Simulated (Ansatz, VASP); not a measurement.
# AlN: VASP beside Ansatz

```
Al N
1.0
     0.00000   -2.05566   -2.05566
     0.00000    2.05566   -2.05566
     4.11132    0.00000    0.00000
Al N
2 2
Direct
  0.52234 0.47766 0.00000
  0.97766 0.02234 0.50000
  0.49085 0.50915 0.50000
  0.00915 0.99085 0.00000
```

Change from the starting cell: mode 4 frozen in at -0.090 Å, equal normal strain along x, y and z +0.0250.

Alike in both runs: task single point; functional LDA; k mesh 8 × 8 × 6; occupations gaussian, width 0.05 eV; no spin polarisation.

```csv
,VASP,Ansatz
version,VASP 6.6.1,Ansatz 0.2.0
potentials or method,"VASP PAW LDA potentials, release 64 (Al, N), cutoff 520 eV","scalar-relativistic, plane waves, PAW"
valence electrons in the cell,16,16
```

VASP gave:

```
gap on the k mesh at the Fermi level (eV)                     : 3.94
least direct gap on the mesh (eV)                             : 4.00
pressure (GPa)                                                : -16.6
traceless stress, the component that is largest in VASP (GPa) : -1.09
rms of the force components (eV/Å)                            : 0.360
```

Problem. Estimate Ansatz's values.

Solution. gap on the k mesh at the Fermi level (eV): 3.95; least direct gap on the mesh (eV): 4.01; pressure (GPa): -17.0; traceless stress, the component that is largest in VASP (GPa): -1.08; rms of the force components (eV/Å): 0.357.

LDA's correlation is that of Perdew and Zunger in VASP and of Perdew and Wang (1992) in Ansatz. Atom by atom the forces differ by 0.007 eV/Å (rms over components).
